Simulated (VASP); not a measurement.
# HC4 in VASP: further runs

Runs on HC4. Level: PBEsol. Tasks: single point, relaxation of the atoms.

All numbers are computed with VASP 6.6.1; they aren't measurements. Logs are shortened: lines on timing, memory, paths and dates and some standing lists are left out, and cuts for length are marked.

## 1. The cell of the first run

The cell holds a slab with vacuum, 20 atoms: a = 5.049 Å, b = 5.049 Å, c = 16.676 Å, α = 90.00°, β = 90.00°, γ = 60.00°.

## 2. Single point, PBEsol

File INCAR:

```
PREC = Accurate
ENCUT = 520
EDIFF = 1E-6
ISMEAR = -1
SIGMA = 0.05
LREAL = Auto
LASPH = True
NELM = 100
ALGO = Normal
ISIF = 2
LWAVE = False
LCHARG = True
GGA = PS
LELF = True
LVHAR = True
NBANDS = 50
```

File KPOINTS:

```
regular mesh
0
Gamma
  2 2 1
```

File POSCAR:

```
HC4
1.0
    5.0487420000      0.0000000000      0.0000000000
    2.5243710000      4.3723390000      0.0000000000
    0.0000000000      0.0000000000     16.6764260000
H C
4 16
Direct
    0.1666721879      0.1666613682      0.0599648870
    0.6666779319      0.1666613682      0.0599648870
    0.1666715721      0.6666683439      0.0599648870
    0.6666575092      0.6666683439      0.0599648870
    0.1666721879      0.1666613682      0.1259262626
    0.6666779319      0.1666613682      0.1259262626
    0.1666715721      0.6666683439      0.1259262626
    0.6666575092      0.6666683439      0.1259262626
   -0.1666613682      0.3333227364      0.1568261689
    0.3333443758      0.3333227364      0.1568261689
   -0.1666619840      0.8333297121      0.1568261689
    0.3333437600      0.8333297121      0.1568261689
   -0.1652042479      0.3338945128      0.2619446157
    0.3326577610      0.3298234652      0.2606253882
   -0.1599530262      0.8360742385      0.2587065118
    0.3507260360      0.8266513644      0.2543050891
    0.0068643057     -0.0032705607      0.2746391823
    0.5065701607     -0.0060379582      0.2802938711
    0.0023385643      0.5029344705      0.2719707448
    0.5062104396      0.4988862940      0.2732899723
```

Potentials or basis: VASP PAW PBE potentials, release 64 (H, C).

On the command line:

```console
$ cat potpaw_PBE.64/H/POTCAR potpaw_PBE.64/C/POTCAR > POTCAR
$ mpirun -np 1 vasp_std > vasp.out
```

OUTCAR:

```text
PREC = Accurate
   ENCUT = 520
   EDIFF = 1E-6
   ISMEAR = -1
   LREAL = Auto
   LASPH = True
   NELM = 100
   ISIF = 2
   GGA = PS

 ion  position               nearest neighbor table
   1  0.167  0.167  0.060-   5 1.10
   2  0.667  0.167  0.060-   6 1.10
   3  0.167  0.667  0.060-   7 1.10
   4  0.667  0.667  0.060-   8 1.10
   5  0.167  0.167  0.126-   1 1.10  12 1.55   9 1.55  10 1.55
   6  0.667  0.167  0.126-   2 1.10   9 1.55  11 1.55  10 1.55
   7  0.167  0.667  0.126-   3 1.10  11 1.55  12 1.55  10 1.55
   8  0.667  0.667  0.126-   4 1.10  12 1.55  11 1.55   9 1.55
   9  0.833  0.333  0.157-   6 1.55   5 1.55   8 1.55  13 1.75
  10  0.333  0.333  0.157-   6 1.55   5 1.55   7 1.55  14 1.73
  11  0.833  0.833  0.157-   6 1.55   7 1.55   8 1.55  15 1.70
  12  0.333  0.833  0.157-   8 1.55   5 1.55   7 1.55  16 1.63
  13  0.835  0.334  0.262-  20 1.45  19 1.48  17 1.49   9 1.75
  14  0.333  0.330  0.261-  19 1.46  18 1.50  20 1.51  10 1.73
  15  0.840  0.836  0.259-  17 1.46  19 1.47  18 1.50  11 1.70
  16  0.351  0.827  0.254-  20 1.47  18 1.48  17 1.54  12 1.63
  17  0.007  0.997  0.275-  15 1.46  13 1.49  16 1.54
  18  0.507  0.994  0.280-  16 1.48  15 1.50  14 1.50
  19  0.002  0.503  0.272-  14 1.46  15 1.47  13 1.48
  20  0.506  0.499  0.273-  13 1.45  16 1.47  14 1.51

  LATTYP: Found a hexagonal cell.
 ALAT       =     5.0487421480
 C/A-ratio  =     3.3030853055

  Lattice vectors:

 A1 = (  -2.5243710000,  -4.3723390000,   0.0000000000)
 A2 = (   5.0487420000,   0.0000000000,   0.0000000000)
 A3 = (   0.0000000000,   0.0000000000,  16.6764260000)

Analysis of symmetry for initial positions (statically):
=====================================================================
 Subroutine PRICEL returns:
 Original cell was already a primitive cell.

 Routine SETGRP: Setting up the symmetry group for a
 hexagonal supercell.

 Subroutine GETGRP returns: Found  1 space group operations
 (whereof  1 operations were pure point group operations)
 out of a pool of 24 trial point group operations.

The static configuration has the point symmetry C_1 .

Analysis of symmetry for dynamics (positions and initial velocities):
=====================================================================
 Subroutine PRICEL returns:
 Original cell was already a primitive cell.

 Routine SETGRP: Setting up the symmetry group for a
 hexagonal supercell.

 Subroutine GETGRP returns: Found  1 space group operations
 (whereof  1 operations were pure point group operations)
 out of a pool of 24 trial point group operations.

The dynamic configuration has the point symmetry C_1 .

 Subroutine INISYM returns: Found  1 space group operations
 (whereof  1 operations are pure point group operations),
 and found     1 'primitive' translations

----------------------------------------------------------------------------------------

                                     Primitive cell

  volume of cell :     368.1290

  direct lattice vectors                    reciprocal lattice vectors
     5.048742000  0.000000000  0.000000000     0.198069143 -0.114355268  0.000000000
     2.524371000  4.372339000  0.000000000     0.000000000  0.228710537  0.000000000
     0.000000000  0.000000000 16.676426000     0.000000000  0.000000000  0.059964887

  length of vectors
     5.048742000  5.048742148 16.676426000     0.228710544  0.228710537  0.059964887

  position of ions in fractional coordinates (direct lattice)
     0.166672188  0.166661368  0.059964887
     0.666677932  0.166661368  0.059964887
     0.166671572  0.666668344  0.059964887
     0.666657509  0.666668344  0.059964887
     0.166672188  0.166661368  0.125926263
     0.666677932  0.166661368  0.125926263
[... 12 lines left out ...]
     0.002338564  0.502934471  0.271970745
     0.506210440  0.498886294  0.273289972

  ion indices of the primitive-cell ions
   primitive index   ion index
                 1           1
                 2           2
                 3           3
                 4           4
                 5           5
                 6           6
[... 12 lines left out ...]
                19          19
                20          20

----------------------------------------------------------------------------------------

 KPOINTS: regular mesh

Automatic generation of k-mesh.
 Grid dimensions read from file:
 generate k-points for:    2    2    1

 Generating k-lattice:

  Cartesian coordinates                     Fractional coordinates (reciprocal lattice)
     0.099034571 -0.057177634  0.000000000     0.500000000  0.000000000  0.000000000
     0.000000000  0.114355268  0.000000000     0.000000000  0.500000000  0.000000000
     0.000000000  0.000000000  0.059964887     0.000000000  0.000000000  1.000000000

  Length of vectors
     0.114355272  0.114355268  0.059964887

  Shift w.r.t. Gamma in fractional coordinates (k-lattice)
     0.000000000  0.000000000  0.000000000

 Subroutine IBZKPT returns following result:
 ===========================================

 Found      4 irreducible k-points:

 Following reciprocal coordinates:
            Coordinates               Weight
  0.000000  0.000000  0.000000      1.000000
  0.500000  0.000000  0.000000      1.000000
  0.500000  0.500000  0.000000      1.000000
  0.000000  0.500000  0.000000      1.000000
   k-points           NKPTS =      4   k-points in BZ     NKDIM =      4   number of bands    NBANDS=     50
   number of dos      NEDOS =    301   number of ions     NIONS =     20
   total plane-waves  NPLWV = 201600
   dimension x,y,z NGX =    40 NGY =   40 NGZ =  126
   dimension x,y,z NGXF=    80 NGYF=   80 NGZF=  252
   ions per type =               4  16
   NGX,Y,Z   is equivalent  to a cutoff of  13.17, 13.17, 12.56 a.u.
   NGXF,Y,Z  is equivalent  to a cutoff of  26.34, 26.34, 25.12 a.u.
 SYSTEM =  unknown system
   PREC   = accura    normal or accurate (medium, high low for compatibility)
   ISTART =      0    job   : 0-new  1-cont  2-samecut
   ICHARG =      2    charge: 1-file 2-atom 10-const
   ISPIN  =      1    spin polarized calculation?
   LNONCOLLINEAR =      F non collinear calculations
   LSORBIT =      F    spin-orbit coupling
   LASPH  =      T    aspherical Exc in radial PAW
   ENCUT  =  520.0 eV  38.22 Ry    6.18 a.u.   9.39  9.39 31.01*2*pi/ulx,y,z
   NELM   =    100;   NELMIN=  2; NELMDL= -5     # of ELM steps
   EDIFF  = 0.1E-05   stopping-criterion for ELM
   LREAL  =      T    real-space projection
   EDIFFG = 0.1E-04   stopping-criterion for IOM
   NSW    =      0    number of steps for IOM
   IBRION =     -1    ionic relax: 0-MD 1-quasi-New 2-CG
   NFREE  =      0    steps in history (QN), initial steepest desc. (CG)
   ISIF   =      2    stress and relaxation
   ISYM   =      2    0-nonsym 1-usesym 2-fastsym
   POTIM  = 0.5000    time-step for ionic-motion
   TEBEG  =    0.0;   TEEND  =   0.0 temperature during run
   PSTRESS=    0.0 pullay stress
   NELECT =      68.0000    total number of electrons
   NUPDOWN=      -1.0000    fix difference up-down
   EMIN   =  10.00;   EMAX   =-10.00  energy-range for DOS
   EFERMI =   0.00;   METHOD = LEGACY
   ISMEAR =    -1;   SIGMA  =   0.05  broadening in eV -4-tet -1-fermi 0-gaus
   EFERMI_NEDOS =   21; number of points for ismear=-14 and -15
   IALGO  =     38    algorithm
   IMIX   =      4    mixing-type and parameters
     AMIX     =   0.40;   BMIX     =  1.00
     AMIX_MAG =   1.60;   BMIX_MAG =  1.00
  volume/ion in A,a.u.               =      18.41       124.21
  Fermi-wavevector in a.u.,A,eV,Ry     =   0.932347  1.761881 11.827161  0.869272
  Thomas-Fermi vector in A             =   2.058936
   LORBIT       =      0    0 simple, 1 ext, 2 COOP (PROOUT), +10 PAW based schemes
   GGA     = PS    functional components
   LHFCALC =     F    Hartree Fock is set to
   AEXX    =    0.0000 exact exchange contribution
   IVDW    =     0    specifies the selected vdW correction
   LEPSILON=     F    determine dielectric tensor
   LRPA    =     F    only Hartree local field effects (RPA)
 non-spin polarized calculation
  energy-cutoff  :      520.00
  volume of cell :      368.13
 maximum number of plane-waves:      9915
 NGX is ok and might be reduce to    40
   NGX = 19   NGY = 19   NGZ = 63

 number of electron      68.0000002 magnetization

 Free energy of the ion-electron system (eV)
  ---------------------------------------------------
  ext. energy  EPLUGINS =         0.00000000
  ---------------------------------------------------
  free energy    TOTEN  =      -158.98220211 eV

  energy without entropy =     -158.88955253  energy(sigma->0) =     -158.93587732

 E-fermi :   0.0313     XC(G=0):  -4.7483

 val. band max:        0.0145231326   @ k =   0.5000   0.0000   0.0000
 cond. band min:       0.0677203879   @ k =   0.0000   0.0000   0.0000
 fundamental gap:      0.0531972553
 Fermi energy:         0.0313271159

 k-point     1 :       0.0000    0.0000    0.0000
  band No.  band energies     occupation
      1     -21.1111      2.00000
      2     -18.4915      2.00000
      3     -15.8759      2.00000
      4     -15.8509      2.00000
      5     -15.7647      2.00000
      6     -14.8911      2.00000
[... 38 lines left out ...]
     45       4.9501      0.00000
     46       5.4910      0.00000

 k-point     2 :       0.5000    0.0000    0.0000
  band No.  band energies     occupation
      1     -19.6480      2.00000
      2     -19.5678      2.00000
      3     -17.1653      2.00000
      4     -17.0134      2.00000
      5     -16.7266      2.00000
      6     -16.6986      2.00000
[... 38 lines left out ...]
     45       6.0831      0.00000
     46       6.3015      0.00000

 k-point     3 :       0.5000    0.5000    0.0000
  band No.  band energies     occupation
      1     -19.6430      2.00000
      2     -19.5755      2.00000
      3     -17.1150      2.00000
      4     -17.0680      2.00000
      5     -16.7433      2.00000
      6     -16.6718      2.00000
[... 38 lines left out ...]
     45       6.1621      0.00000
     46       6.1891      0.00000

 k-point     4 :       0.0000    0.5000    0.0000
  band No.  band energies     occupation
      1     -19.6770      2.00000
      2     -19.5387      2.00000
      3     -17.1507      2.00000
      4     -17.0101      2.00000
      5     -16.8098      2.00000
      6     -16.6275      2.00000
[... 38 lines left out ...]
     45       6.0120      0.00000
     46       6.3174      0.00000
 [bands above 46 left out]

------------------------ aborting loop because EDIFF is reached ----------------------------------------

  FORCE on cell =-STRESS in cart. coord.  units (eV):
  Direction    XX          YY          ZZ          XY          YZ          ZX
  --------------------------------------------------------------------------------------
  -------------------------------------------------------------------------------------
  Total       -3.1113345     -3.4027501     -5.5800409     -0.2894676     -0.1135710     -0.6606086
  in kB      -13.5412048    -14.8095088    -24.2855519     -1.2598260     -0.4942858     -2.8751122
  external PRESSURE =     -17.5454218 kB  Pullay stress =       0.0000000 kB

 VOLUME and BASIS-vectors are now :
 -----------------------------------------------------------------------------
  energy-cutoff  :      520.00
  volume of cell :      368.13
      direct lattice vectors                 reciprocal lattice vectors
     5.048742000  0.000000000  0.000000000     0.198069143 -0.114355268  0.000000000
     2.524371000  4.372339000  0.000000000     0.000000000  0.228710537  0.000000000
     0.000000000  0.000000000 16.676426000     0.000000000  0.000000000  0.059964887

 POSITION                                       TOTAL-FORCE (eV/Angst)
 -----------------------------------------------------------------------------------
      1.26220      0.72870      1.00000        -0.014402      0.045427     -0.401939
      3.78660      0.72870      1.00000         0.024693      0.024731     -0.417248
      2.52440      2.91490      1.00000        -0.005121     -0.018700     -0.482259
      5.04870      2.91490      1.00000         0.051807     -0.053405     -0.426543
      1.26220      0.72870      2.10000         0.055633     -0.069387      2.518268
      3.78660      0.72870      2.10000        -0.003402     -0.039586      2.645698
[... 12 lines left out ...]
      1.28140      2.19900      4.53550        -0.449019     -0.575885      0.236757
      3.81510      2.18130      4.55750        -0.808542     -0.568073     -0.059937
 -----------------------------------------------------------------------------------
    total drift:                               -0.011224     -0.009131     -0.060115

  FREE ENERGIE OF THE ION-ELECTRON SYSTEM (eV)
  ---------------------------------------------------
  free  energy   TOTEN  =      -158.9822021077 eV

  energy  without entropy=     -158.8895525298  energy(sigma->0) =     -158.93587732
```

It took 2.3 min on 1 thread of Intel Xeon 6975P-C (Granite Rapids), shared host; peak memory 0.46 GiB.

Results:

| Item | Value |
| --- | --- |
| Free energy | -158.9822 eV |
| Largest force | 2.646 eV/Å |
| Band gap on the k mesh | zero (bands 34 and 35 overlap by 0.13 eV) |

Forces on the atoms (eV/Å):
```
H   -0.014  0.045 -0.402
H    0.025  0.025 -0.417
H   -0.005 -0.019 -0.482
H    0.052 -0.053 -0.427
C    0.056 -0.069  2.518
C   -0.003 -0.040  2.646
C    0.045  0.038  2.468
C   -0.030  0.067  2.328
C   -0.024  0.011 -1.842
C   -0.088  0.047 -1.559
C    0.225  0.110 -1.632
C    0.310 -0.100 -1.654
C    0.641 -0.665 -0.562
C    1.290 -0.121 -0.271
C   -0.856 -0.163 -0.133
C   -1.938  0.944  0.246
C    1.109  0.426 -0.310
C    0.464  0.660 -0.693
C   -0.449 -0.576  0.237
C   -0.809 -0.568 -0.060
```

Caveat: the k points lie up to 0.72 Å⁻¹ apart; there is no dipole correction, which matters where the two faces differ; the PAW data sets were made with another functional, which shifts forces and pressure a little.

## 3. Relaxation of the atoms, PBEsol

File INCAR:

```
SYSTEM = HC4
PREC = Accurate
ENCUT = 520
EDIFF = 1E-6
ISMEAR = -1
SIGMA = 0.05
LREAL = Auto
LASPH = .TRUE.
NELM = 80
ALGO = Normal
ISIF = 2
LWAVE = .FALSE.
LCHARG = .FALSE.
GGA = PS
IBRION = 2
NSW = 45
EDIFFG = -0.08
```

File KPOINTS:

```
Automatic mesh
0
G
  2 2 1
  0 0 0
```

File POSCAR:

```
HC4
1.0
    5.0487420000      0.0000000000      0.0000000000
    2.5243710000      4.3723390000      0.0000000000
    0.0000000000      0.0000000000     16.6764260000
H C
4 16
Selective dynamics
Direct
    0.1666667000      0.1666667000      0.0599649000  F F F
    0.6666667000      0.1666667000      0.0599649000  F F F
    0.1666667000      0.6666667000      0.0599649000  F F F
    0.6666667000      0.6666667000      0.0599649000  F F F
    0.1666667000      0.1666667000      0.1259263000  F F F
    0.6666667000      0.1666667000      0.1259263000  F F F
    0.1666667000      0.6666667000      0.1259263000  F F F
    0.6666667000      0.6666667000      0.1259263000  F F F
   -0.1666667000      0.3333333000      0.1568253000  F F F
    0.3333333000      0.3333333000      0.1568253000  F F F
   -0.1666667000      0.8333333000      0.1568253000  F F F
    0.3333333000      0.8333333000      0.1568253000  F F F
   -0.1666667000      0.3333333000      0.2495223000  T T T
    0.3333333000      0.3333333000      0.2495223000  T T T
   -0.1666667000      0.8333333000      0.2495223000  T T T
    0.3333333000      0.8333333000      0.2495223000  T T T
    0.0000000000      0.0000000000      0.2804213000  T T T
    0.5000000000      0.0000000000      0.2804213000  T T T
    0.0000000000      0.5000000000      0.2804213000  T T T
    0.5000000000      0.5000000000      0.2804213000  T T T
```

Potentials or basis: VASP PAW PBE potentials, release 64 (H, C).

On the command line:

```console
$ cat potpaw_PBE.64/H/POTCAR potpaw_PBE.64/C/POTCAR > POTCAR
$ mpirun -np 1 vasp_std > vasp.out
```

It took 3.9 min on 1 thread of Intel Xeon 6975P-C (Granite Rapids), shared host; peak memory 0.49 GiB.

Results (log left out):

```yaml
Free_energy: -159.1968 eV
Energy_gained_by_relaxing: 102.3 meV/atom
Ionic_steps: 6
Band_gap_on_the_k_mesh: zero (bands 34 and 35 overlap by 0.10 eV)
```

The path:
```
step  energy change (eV)  largest force on free atoms (eV/Å)  pressure (GPa)
   1              0.0000                              4.5954           -2.02
   2             -1.2356                              2.2483           -0.63
   3             -2.0405                              0.0872           -1.26
   4             -2.0402                              0.1293           -1.28
   5             -2.0421                              0.1068           -1.21
   6             -2.0452                              0.0298           -1.01
```

Final structure:
```
H C
1.0
     5.04874    0.00000    0.00000
     2.52437    4.37234    0.00000
     0.00000    0.00000   16.67643
H C
4 16
Direct
  0.16667 0.16667 0.05996
  0.66667 0.16667 0.05996
  0.16667 0.66667 0.05996
  0.66667 0.66667 0.05996
  0.16667 0.16667 0.12593
  0.66667 0.16667 0.12593
  0.16667 0.66667 0.12593
  0.66667 0.66667 0.12593
  0.83333 0.33333 0.15683
  0.33333 0.33333 0.15683
  0.83333 0.83333 0.15683
  0.33333 0.83333 0.15683
  0.83333 0.33333 0.25647
  0.33333 0.33333 0.25647
  0.83333 0.83333 0.25647
  0.33333 0.83333 0.25647
  0.00000 0.00000 0.27273
  0.50000 0.00000 0.27273
  0.00000 0.50000 0.27273
  0.50000 0.50000 0.27273
```

Levels at points of the mesh, in eV from the Fermi level:
| k point | band 31 | band 32 | band 33 | band 34 | band 35 | band 36 | band 37 | band 38 | band 39 | band 40 |
| --- | --- | --- | --- | --- | --- | --- | --- | --- | --- | --- |
| (0.00, 0.00, 0.00) | -2.06 | -2.06 | -0.16 | -0.16 | -0.16 | -0.02 | 2.22 | 3.55 | 4.41 | 4.41 |
| (0.50, 0.00, 0.00) | -3.81 | -3.81 | -0.06 | -0.06 | 0.45 | 0.45 | 3.02 | 3.02 | 5.11 | 5.11 |

Caveat: the k points lie up to 0.72 Å⁻¹ apart; there is no dipole correction, which matters where the two faces differ; the PAW data sets were made with another functional, which shifts forces and pressure a little.

The gap in the log of VASP goes by the Fermi energy; the results here count the filled bands.